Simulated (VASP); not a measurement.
## N: single point with PBE

The system is N.

```
CELL_PARAMETERS angstrom
6.09704 0.00000 0.00000
0.00000 6.09704 0.00000
0.00000 0.00000 6.09704
ATOMIC_POSITIONS crystal
N 0.05217 0.05217 0.05217
N 0.44783 0.94783 0.55217
N 0.55217 0.44783 0.94783
N 0.94783 0.55217 0.44783
N 0.94783 0.94783 0.94783
N 0.55217 0.05217 0.44783
N 0.44783 0.55217 0.05217
N 0.05217 0.44783 0.55217
```

```json
{
 "Program": "VASP 6.6.1",
 "Task": "single point",
 "Functional": "PBE",
 "Potentials or basis": "VASP PAW PBE potentials, release 64 (N)",
 "Cutoff": "520 eV",
 "k mesh": "3 × 3 × 3",
 "Occupations": "fermi-dirac, width 0.05 eV",
 "Spin": "no spin polarisation"
}
```

* Pressure: 1.7 GPa
* Largest force: 1.751 eV/Å
* Band gap on the k mesh: 7.62 eV (least direct gap 7.63 eV)

Forces in eV/Å, atoms in the order of the input:
```
N    1.011  1.011  1.011
N   -1.011 -1.011  1.011
N    1.011 -1.011 -1.011
N   -1.011  1.011 -1.011
N   -1.011 -1.011 -1.011
N    1.011  1.011 -1.011
N   -1.011  1.011  1.011
N    1.011 -1.011  1.011
```

Levels at points of the mesh, in eV from the valence-band top:
```csv
k point,band 18,band 19,band 20,band 21,band 22,band 23
"(0.00, 0.00, 0.00)",-0.01,-0.01,-0.01,7.62,7.62,7.62
```

Wall time 46 s on 1 thread of Intel Xeon 8259CL, with other jobs on the host, peak memory 0.31 GiB.

Caveat: the standard files for N, O and F lose accuracy on very short bonds; this functional lacks dispersion, which holds the molecules together, so the pressure and a relaxed volume are unreliable; an odd mesh through Γ misses points on the zone boundary, where band edges can lie; forces of over 1 eV/Å act on the atoms, so gaps and moduli don't describe the material at rest.
